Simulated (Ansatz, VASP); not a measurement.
# NbSnTe4 in VASP and in Ansatz

```
Nb Sn Te
1.0
     3.43380    0.00000    0.00000
     0.00000    3.43380    0.00000
     0.00000    0.00000   14.88133
Nb Sn Te
1 1 4
Direct
  0.50000 0.50000 0.50000
  0.00000 0.00000 0.00000
  0.50000 0.50000 0.14722
  0.00000 0.00000 0.61407
  0.00000 0.00000 0.38593
  0.50000 0.50000 0.85278
```

Change from the starting cell: species swapped into the Ti4CuAg type (P4/mmm, No. 123).

Alike in both runs: functional PBE; k mesh 6 × 6 × 2; occupations gaussian, width 0.1 eV; no spin polarisation.

Ansatz relaxed the structure, and its values are those at the end. VASP's run is a single point on that final structure, the one shown.

|  | VASP | Ansatz |
| --- | --- | --- |
| version | VASP 6.6.1 | Ansatz 0.2.0 |
| potentials or method | VASP PAW PBE potentials, release 64 (Nb_sv, Sn_d, Te), cutoff 520 eV | scalar-relativistic, plane waves, PAW |
| valence electrons in the cell | 51 | 91 |

|  | VASP | Ansatz | Ansatz less VASP |
| --- | --- | --- | --- |
| gap on the k mesh at the Fermi level (eV) | none | none | - |
| pressure (GPa) | 0.0 | 0.0 | +0.05 |
| rms of the force components (eV/Å) | 0.005 | 0.006 | +0.0012 |

A gap of «none» marks a metal or a gap that the smearing closes. VASP's potentials hold 51 valence electrons a cell and Ansatz's 91, so a difference there can come from the potentials and not from the codes.

Neither program's run includes spin-orbit coupling.
